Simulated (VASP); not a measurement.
# TlCuF3 (P4/mmm) in VASP: single point with LDA+U

Aim: the single point of TlCuF3 with LDA+U.

All numbers are computed with VASP 6.6.1; they aren't measurements. Logs are shortened: lines on timing, memory, paths and dates and some standing lists are left out, and cuts for length are marked.

## 1. The cell of the first run

Symmetry: P4/mmm, No. 123, tetragonal system. The conventional cell has a = 4.091 Å, b = 4.091 Å, c = 4.076 Å, α = 90.00°, β = 90.00°, γ = 90.00°. Within 2.7 Å of Cu (site symmetry 4/mmm) lie 6 F at 2.04 to 2.05 Å. F (site symmetry 4/mmm) has 2 Cu at 2.04 Å within 2.7 Å. Within 2.7 Å of F (site symmetry mmm) lie 2 Cu at 2.05 Å. Within 3.8 Å of Tl (site symmetry 4/mmm) lie 12 F at 2.89 Å and 8 Cu at 3.54 Å.

## 2. Single point, LDA+U, collinear spin

Contents of INCAR:

```
SYSTEM = TlCuF3
  ALGO = Normal
  EDIFF = 1E-6
  ENCUT = 520
  GGA = CA
  ISIF = 2
  ISMEAR = 0
  ISPIN = 2
  LASPH = .TRUE.
  LCHARG = .FALSE.
  LDAU = .TRUE.
  LDAUJ = 0 0 0
  LDAUL = 2 -1 -1
  LDAUPRINT = 1
  LDAUTYPE = 2
  LDAUU = 5 0 0
  LMAXMIX = 4
  LORBIT = 11
  LREAL = .FALSE.
  LWAVE = .FALSE.
  MAGMOM = 1 0 0 0 0
  NBANDS = 34
  NELM = 150
  PREC = Accurate
  SIGMA = 0.05
```

Contents of KPOINTS:

```
k-points
0
G
  5 5 5
  0 0 0
```

Contents of POSCAR:

```
TlCuF3
1.0
    4.0905174700      0.0000000000      0.0000000000
    0.0000000000      4.0905174700      0.0000000000
    0.0000000000      0.0000000000      4.0763293000
Cu F Tl
1 3 1
Direct
    0.0000000000      0.0000000000      0.0000000000
    0.0000000000      0.0000000000      0.5000000000
    0.5000000000      0.0000000000      0.0000000000
    0.0000000000      0.5000000000      0.0000000000
    0.5000000000      0.5000000000      0.5000000000
```

Potentials or basis: VASP PAW LDA potentials, release 64 (Cu, F, Tl_d).

Command:

```console
> cat potpaw_LDA.64/Cu/POTCAR potpaw_LDA.64/F/POTCAR potpaw_LDA.64/Tl_d/POTCAR > POTCAR
> mpirun -np 1 vasp_std > vasp.out
```

OUTCAR:

```text
SYSTEM = TlCuF3
   EDIFF = 1E-6
   ENCUT = 520
   GGA = CA
   ISIF = 2
   ISMEAR = 0
   ISPIN = 2
   LASPH = .TRUE.
   LORBIT = 11
   LREAL = .FALSE.
   NELM = 150
   PREC = Accurate

 ion  position               nearest neighbor table
   1  0.000  0.000  0.000-   2 2.04   2 2.04   4 2.05   3 2.05   4 2.05   3 2.05
   2  0.000  0.000  0.500-   1 2.04   1 2.04   5 2.89   5 2.89   5 2.89   5 2.89
   3  0.500  0.000  0.000-   1 2.05   1 2.05   5 2.89   5 2.89   5 2.89   5 2.89
   4  0.000  0.500  0.000-   1 2.05   1 2.05   5 2.89   5 2.89   5 2.89   5 2.89
   5  0.500  0.500  0.500-   3 2.89   4 2.89   3 2.89   4 2.89   3 2.89   3 2.89   4 2.89   4 2.89
                             2 2.89   2 2.89   2 2.89   2 2.89

  LATTYP: Found a simple tetragonal cell.
 ALAT       =     4.0905174700
 C/A-ratio  =     0.9965314486

  Lattice vectors:

 A1 = (   4.0905174700,   0.0000000000,   0.0000000000)
 A2 = (   0.0000000000,   4.0905174700,   0.0000000000)
 A3 = (   0.0000000000,   0.0000000000,   4.0763293000)

Analysis of symmetry for initial positions (statically):
=====================================================================
 Subroutine PRICEL returns:
 Original cell was already a primitive cell.

 Routine SETGRP: Setting up the symmetry group for a
 simple tetragonal supercell.

 Subroutine GETGRP returns: Found 16 space group operations
 (whereof 16 operations were pure point group operations)
 out of a pool of 16 trial point group operations.

The static configuration has the point symmetry D_4h.

Analysis of symmetry for dynamics (positions and initial velocities):
=====================================================================
 Subroutine PRICEL returns:
 Original cell was already a primitive cell.

 Routine SETGRP: Setting up the symmetry group for a
 simple tetragonal supercell.

 Subroutine GETGRP returns: Found 16 space group operations
 (whereof 16 operations were pure point group operations)
 out of a pool of 16 trial point group operations.

The dynamic configuration has the point symmetry D_4h.

Analysis of structural, dynamic, and magnetic symmetry:
=====================================================================
 Subroutine PRICEL returns:
 Original cell was already a primitive cell.

 Routine SETGRP: Setting up the symmetry group for a
 simple tetragonal supercell.

 Subroutine GETGRP returns: Found 16 space group operations
 (whereof 16 operations were pure point group operations)
 out of a pool of 16 trial point group operations.

The overall configuration has the point symmetry D_4h.

 Subroutine INISYM returns: Found 16 space group operations
 (whereof 16 operations are pure point group operations),
 and found     1 'primitive' translations

----------------------------------------------------------------------------------------

                                     Primitive cell

  volume of cell :      68.2065

  direct lattice vectors                    reciprocal lattice vectors
     4.090517470  0.000000000  0.000000000     0.244467847  0.000000000  0.000000000
     0.000000000  4.090517470  0.000000000     0.000000000  0.244467847  0.000000000
     0.000000000  0.000000000  4.076329300     0.000000000  0.000000000  0.245318748

  length of vectors
     4.090517470  4.090517470  4.076329300     0.244467847  0.244467847  0.245318748

  position of ions in fractional coordinates (direct lattice)
     0.000000000  0.000000000  0.000000000
     0.000000000  0.000000000  0.500000000
     0.500000000  0.000000000  0.000000000
     0.000000000  0.500000000  0.000000000
     0.500000000  0.500000000  0.500000000

  ion indices of the primitive-cell ions
   primitive index   ion index
[... 89 lines left out ...]
     AMIX     =   0.40;   BMIX     =  1.00
     AMIX_MAG =   1.60;   BMIX_MAG =  1.00
  volume/ion in A,a.u.               =      13.64        92.06
  Fermi-wavevector in a.u.,A,eV,Ry     =   1.425182  2.693204 27.635399  2.031145
  Thomas-Fermi vector in A             =   2.545594
   LORBIT       =     11    0 simple, 1 ext, 2 COOP (PROOUT), +10 PAW based schemes
 LDA+U is selected, type is set to LDAUTYPE =  2
   angular momentum for each species LDAUL =     2   -1   -1
   U (eV)           for each species LDAUU =   5.0  0.0  0.0
   J (eV)           for each species LDAUJ =   0.0  0.0  0.0
   GGA     = CA    functional components
   LHFCALC =     F    Hartree Fock is set to
   AEXX    =    0.0000 exact exchange contribution
   IVDW    =     0    specifies the selected vdW correction
   LEPSILON=     F    determine dielectric tensor
   LRPA    =     F    only Hartree local field effects (RPA)
 spin polarized calculation
 Gauss-broadening in eV      SIGMA  =   0.05
  energy-cutoff  :      520.00
  volume of cell :       68.21
 maximum number of plane-waves:      1861
   NGX = 15   NGY = 15   NGZ = 15

atom =   1  type =  1  l = 2

 onsite density matrix

spin component  1

  0.9757  0.0000  0.0000  0.0000 -0.0000
  0.0000  0.9758 -0.0000 -0.0000 -0.0000
  0.0000 -0.0000  1.0050 -0.0000 -0.0000
  0.0000 -0.0000 -0.0000  0.9758  0.0000
 -0.0000 -0.0000 -0.0000  0.0000  1.0045

spin component  2

  0.9744  0.0000  0.0000  0.0000  0.0000
  0.0000  0.9745  0.0000 -0.0000 -0.0000
  0.0000  0.0000  0.6701  0.0000 -0.0000
  0.0000 -0.0000  0.0000  0.9745 -0.0000
  0.0000 -0.0000 -0.0000 -0.0000  0.6558

 occupancies and eigenvectors

  o =  0.6558  v =  0.0000  0.0000  0.0000  0.0000  0.0000  0.0000 -0.0000 -0.0000 -0.0000  1.0000      0.0000  0.0000  0.0000  0.0000  0.0000  0.0000  0.0000  0.0000  0.0000  0.0000
  o =  0.6701  v =  0.0000  0.0000  0.0000  0.0000  0.0000  0.0000 -0.0000 -1.0000  0.0000 -0.0000      0.0000  0.0000  0.0000  0.0000  0.0000  0.0000  0.0000  0.0000  0.0000  0.0000
  o =  0.9744  v =  0.0000  0.0000  0.0000  0.0000  0.0000  1.0000  0.0000  0.0000  0.0000  0.0000      0.0000  0.0000  0.0000  0.0000  0.0000  0.0000  0.0000  0.0000  0.0000  0.0000
  o =  0.9745  v =  0.0000  0.0000  0.0000  0.0000  0.0000  0.0000  0.9646 -0.0000  0.2636  0.0000      0.0000  0.0000  0.0000  0.0000  0.0000  0.0000  0.0000  0.0000  0.0000  0.0000
  o =  0.9745  v =  0.0000  0.0000  0.0000  0.0000  0.0000  0.0000  0.2636 -0.0000 -0.9646  0.0000      0.0000  0.0000  0.0000  0.0000  0.0000  0.0000  0.0000  0.0000  0.0000  0.0000
  o =  0.9757  v =  1.0000  0.0000  0.0000  0.0000  0.0000  0.0000  0.0000  0.0000  0.0000  0.0000      0.0000  0.0000  0.0000  0.0000  0.0000  0.0000  0.0000  0.0000  0.0000  0.0000
  o =  0.9758  v =  0.0000  0.9912  0.0000  0.1324 -0.0000  0.0000  0.0000  0.0000  0.0000  0.0000      0.0000  0.0000  0.0000  0.0000  0.0000  0.0000  0.0000  0.0000  0.0000  0.0000
  o =  0.9758  v =  0.0000  0.1324  0.0000 -0.9912 -0.0000  0.0000  0.0000  0.0000  0.0000  0.0000      0.0000  0.0000  0.0000  0.0000  0.0000  0.0000  0.0000  0.0000  0.0000  0.0000
  o =  1.0045  v =  0.0000  0.0000 -0.0000  0.0000  1.0000  0.0000  0.0000  0.0000  0.0000  0.0000      0.0000  0.0000  0.0000  0.0000  0.0000  0.0000  0.0000  0.0000  0.0000  0.0000
  o =  1.0050  v =  0.0000 -0.0000  1.0000  0.0000  0.0000  0.0000  0.0000  0.0000  0.0000  0.0000      0.0000  0.0000  0.0000  0.0000  0.0000  0.0000  0.0000  0.0000  0.0000  0.0000

 number of electron      44.9999934 magnetization       0.9994933

 Free energy of the ion-electron system (eV)
  ---------------------------------------------------
  ext. energy  EPLUGINS =         0.00000000
  ---------------------------------------------------
  free energy    TOTEN  =       -21.02754319 eV

  energy without entropy =      -21.02439752  energy(sigma->0) =      -21.02597035

 E-fermi :   2.1565     XC(G=0): -11.1511

 val. band max:        2.1424380481   @ k =   0.4000   0.0000   0.0000
 cond. band min:       2.1839876633   @ k =   0.4000   0.4000   0.2000
 fundamental gap:      0.0415496153
 Fermi energy:         2.1565089628

 spin component 1

 k-point     1 :       0.0000    0.0000    0.0000
  band No.  band energies     occupation
      1     -19.6582      1.00000
      2     -19.0324      1.00000
      3     -19.0284      1.00000
      4      -6.3582      1.00000
      5      -6.3549      1.00000
      6      -6.2644      1.00000
[... 655 lines left out ...]
     33      20.4147      0.00000
     34      21.8218      0.00000
 Fermi energy:         2.1565089628

 spin component 2

 k-point     1 :       0.0000    0.0000    0.0000
  band No.  band energies     occupation
      1     -19.4948      1.00000
      2     -18.8340      1.00000
      3     -18.8282      1.00000
      4      -6.3537      1.00000
      5      -6.3503      1.00000
      6      -6.2602      1.00000
[... 655 lines left out ...]
     33      20.4834      0.00000
     34      21.8188      0.00000

------------------------ aborting loop because EDIFF is reached ----------------------------------------

  FORCE on cell =-STRESS in cart. coord.  units (eV):
  Direction    XX          YY          ZZ          XY          YZ          ZX
  --------------------------------------------------------------------------------------
  -------------------------------------------------------------------------------------
  Total       -2.9084879     -2.9084879     -2.7778205      0.0000000      0.0000000     -0.0000000
  in kB      -68.3206650    -68.3206650    -65.2512744      0.0000000      0.0000000     -0.0000000
  external PRESSURE =     -67.2975348 kB  Pullay stress =       0.0000000 kB

 VOLUME and BASIS-vectors are now :
 -----------------------------------------------------------------------------
  energy-cutoff  :      520.00
  volume of cell :       68.21
      direct lattice vectors                 reciprocal lattice vectors
     4.090517470  0.000000000  0.000000000     0.244467847  0.000000000  0.000000000
     0.000000000  4.090517470  0.000000000     0.000000000  0.244467847  0.000000000
     0.000000000  0.000000000  4.076329300     0.000000000  0.000000000  0.245318748

 POSITION                                       TOTAL-FORCE (eV/Angst)
 -----------------------------------------------------------------------------------
      0.00000      0.00000      0.00000         0.000000      0.000000      0.000000
      0.00000      0.00000      2.03816         0.000000      0.000000      0.000000
      2.04526      0.00000      0.00000         0.000000      0.000000      0.000000
      0.00000      2.04526      0.00000         0.000000      0.000000      0.000000
      2.04526      2.04526      2.03816         0.000000      0.000000      0.000000
 -----------------------------------------------------------------------------------
    total drift:                                0.000000     -0.000000      0.000000

  FREE ENERGIE OF THE ION-ELECTRON SYSTEM (eV)
  ---------------------------------------------------
  free  energy   TOTEN  =       -21.0275431897 eV

  energy  without entropy=      -21.0243975178  energy(sigma->0) =      -21.02597035

 total charge

# of ion       s       p       d       tot
------------------------------------------
    1        0.260   0.289   9.166   9.716
    2        1.731   4.291   0.000   6.022
    3        1.731   4.290   0.000   6.021
    4        1.731   4.290   0.000   6.021
    5        1.322   0.104   9.674  11.099
--------------------------------------------------
tot          6.775  13.264  18.840  38.879

 magnetization (x)

# of ion       s       p       d       tot
------------------------------------------
    1        0.002   0.004   0.688   0.694
    2        0.001   0.094   0.000   0.095
    3        0.001   0.095   0.000   0.096
    4        0.001   0.095   0.000   0.096
    5        0.013  -0.002  -0.000   0.011
--------------------------------------------------
tot          0.019   0.286   0.688   0.993
```

Wall time 2.5 min (1 thread of Intel Xeon Platinum 8259CL at 2.50GHz (Skylake/Cascade Lake), shared host); peak memory 0.2 GiB.

What came out:

| Property | Result |
| --- | --- |
| Free energy | -21.0275 eV |
| Pressure | -6.7 GPa |
| Band gap on the k mesh | zero (filled and empty bands overlap) |
| Net moment | 1.00 μB per cell |
| Site moments | Cu +0.69; F +0.10; Tl +0.01 μB |
| Valence electrons inside the program's atomic spheres | Cu 9.72; F 6.02; Tl 11.10 |

Stress tensor (GPa, compression positive):
```
-6.83  0.00  0.00
 0.00 -6.83  0.00
 0.00  0.00 -6.53
```

Eigenvalues of the final occupation matrices:
```tsv
site	spin	trace	eigenvalues
site 1 d	1	4.94	0.98 0.98 0.98 1.00 1.00
site 1 d	2	4.25	0.66 0.67 0.97 0.97 0.97
```

Caveat: the cell stands under tension; spin-orbit coupling is left out, which moves the levels of the heavy elements; a cell with one magnetic atom can't hold antiferromagnetic order, which such compounds often take.

The gap in the log of VASP goes by the Fermi energy; the results here count the filled bands.